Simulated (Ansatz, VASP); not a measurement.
## One calculation of LiH, two programs

```
Li H
1.0
     0.00000    2.18719    2.18719
     2.18719    0.00000    2.18719
     2.18719    2.18719    0.00000
Li H
1 1
Direct
  0.00000 0.00000 0.00000
  0.25000 0.25000 0.25000
```

Alike in both runs: task single point; functional r2SCAN; k mesh 8 × 8 × 8; no spin polarisation.

|  | VASP | Ansatz |
| --- | --- | --- |
| version | VASP 6.6.1 | Ansatz 0.2.0 |
| potentials or method | VASP PAW PBE potentials, release 64 (Li_sv, H) | plane waves, PAW |
| plane-wave cutoff (eV) | 520 | 500 |
| occupations | gaussian, width 0.01 eV | fixed |
| valence electrons in the cell | 4 | 4 |

VASP gave:

```
gap on the k mesh at the Fermi level (eV) : 4.70
```

What did Ansatz give for the same quantities?

gap on the k mesh at the Fermi level (eV): 4.63.

VASP's potentials were made for PBE, not for r2SCAN.

Noted on VASP's run: the cutoff is short for stress, so the pressure is rough.
